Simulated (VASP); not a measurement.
Crystal: TiC.

```
Ti C
1.0
     2.96009    0.00000    0.00000
    -1.48004    2.56351    0.00000
     0.00000    0.00000    2.88890
Ti C
1 1
Direct
  0.00000 0.00000 0.00000
  0.66667 0.33333 0.50000
```

The cell was built from a structure type or drawn by symmetry, and may not be a known phase.

```yaml
Program: VASP 6.6.1
Task: relaxation of cell and atoms
Functional: PBE
Potentials_or_basis: VASP PAW PBE potentials, release 64 (Ti_sv, C)
Cutoff: 600 eV
k_mesh: 6 × 6 × 6
Occupations: gaussian, width 0.1 eV
Spin: no spin polarisation
```

At the start: pressure -5.6 GPa; volume 10.96 Å³/atom.

Question: How do energy, volume and symmetry change on relaxing?

Answer: Over 10 steps the energy falls by 77.3 meV/atom and the volume is 10.82 Å³/atom (-1.3 %); space group P-6m2 (No. 187, to 0.1 Å) before and after.

Step by step:
| step | energy change (eV) | largest force (eV/Å) | pressure (GPa) | volume (Å³) |
| --- | --- | --- | --- | --- |
| 1 | 0.0000 | 0.0000 | -5.60 | 21.92 |
| 2 | -0.1110 | 0.0000 | 12.18 | 20.63 |
| 3 | -0.1351 | 0.0000 | 5.87 | 21.05 |
| 4 | -0.1364 | 0.0000 | 6.83 | 20.98 |
| 5 | -0.1461 | 0.0000 | -3.79 | 22.12 |
| 6 | -0.1545 | 0.0000 | 0.34 | 21.63 |
| 7 | -0.1545 | 0.0000 | 0.42 | 21.62 |
| 8 | -0.1545 | 0.0000 | 0.54 | 21.61 |
| 9 | -0.1546 | 0.0000 | -0.19 | 21.67 |
| 10 | -0.1546 | 0.0000 | 0.05 | 21.65 |

Final structure:
```
Ti C
1.0
     3.05172    0.00000    0.00000
    -1.52586    2.64286    0.00000
     0.00000    0.00000    2.68395
Ti C
1 1
Direct
  0.00000 0.00000 0.00000
  0.66667 0.33333 0.50000
```
